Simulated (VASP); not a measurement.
Write the native input for VASP 6.6.1 that does the following.

```yaml
Task: single point
Functional: r2SCAN
Potentials_or_basis: VASP PAW PBE potentials, release 64 (S)
Cutoff: 520 eV
k_mesh: 6 × 6 × 4
Occupations: gaussian, width 0.1 eV
Spin: no spin polarisation
Dipole_correction: no
Further_INCAR_settings: ALGO = Normal; EDIFF = 1e-06; NBANDS = 20
```

The system is S.

```
S
1.0
     3.41419    0.00000    0.00000
    -1.70710    2.95678    0.00000
     0.00000    0.00000    6.75885
S
4
Cartesian
  0.0000 0.0000 0.0000
  0.0000 0.0000 3.3794
  0.0000 1.9712 5.0691
  1.7071 0.9856 1.6897
```

This isn't the form of S at room conditions, which is orthorhombic, of S8 rings.

The input as run:

POSCAR

```
S
1.0
    3.4141924616      0.0000000000      0.0000000000
   -1.7070962308      2.9567774052      0.0000000000
    0.0000000000      0.0000000000      6.7588512726
S
4
Direct
    0.0000000000      0.0000000000      0.0000000000
    0.0000000000      0.0000000000      0.5000000000
    0.3333333333      0.6666666667      0.7500000000
    0.6666666667      0.3333333333      0.2500000000
```

INCAR.step1

```
PREC     = Accurate       # precision mode
ENCUT    = 520            # plane-wave cutoff, eV
ISMEAR   = 0              # smearing method
SIGMA    = 0.1            # smearing width, eV
LREAL    = False          # projectors in reciprocal space
LASPH    = True           # aspherical terms in the spheres
NELM     = 60             # most SCF steps
NBANDS   = 20             # bands
GGA      = PE             # functional
ALGO     = Normal         # electronic algorithm
EDIFF    = 1E-4           # SCF threshold, eV
LWAVE    = True           # write WAVECAR
LCHARG   = False          # write CHGCAR
```

INCAR.step2

```
PREC     = Accurate       # precision mode
ENCUT    = 520            # plane-wave cutoff, eV
EDIFF    = 1E-6           # SCF threshold, eV
ISMEAR   = 0              # smearing method
SIGMA    = 0.1            # smearing width, eV
LREAL    = False          # projectors in reciprocal space
LASPH    = True           # aspherical terms in the spheres
NELM     = 60             # most SCF steps
ALGO     = Normal         # electronic algorithm
ISIF     = 2              # what is computed and relaxed
LWAVE    = False          # write WAVECAR
LCHARG   = True           # write CHGCAR
METAGGA  = R2SCAN         # meta-GGA
LMIXTAU  = True         
LELF     = True           # ELF
LVHAR    = True         
NBANDS   = 20             # bands
ISTART   = 1
```

KPOINTS

```
regular mesh
0
Gamma
  6 6 4
```

Potentials or basis: VASP PAW PBE potentials, release 64 (S).

Run with:

```console
$ cat potpaw_PBE.64/S/POTCAR > POTCAR
$ cp INCAR.step1 INCAR
$ mpirun -np 1 vasp_std > vasp.out
$ cp INCAR.step2 INCAR
$ mpirun -np 1 vasp_std > vasp.out
```

It gave:

```json
{
  "Pressure": "-0.3 GPa",
  "Band gap on the k mesh": "zero (bands 12 and 13 overlap by 2.76 eV)"
}
```

Caveat: the PAW data sets were made with another functional, which shifts forces and pressure a little.

It took 110 s on 1 thread of Oxide Virtual Turin-like Processor, on a shared host, peak memory 0.16 GiB.
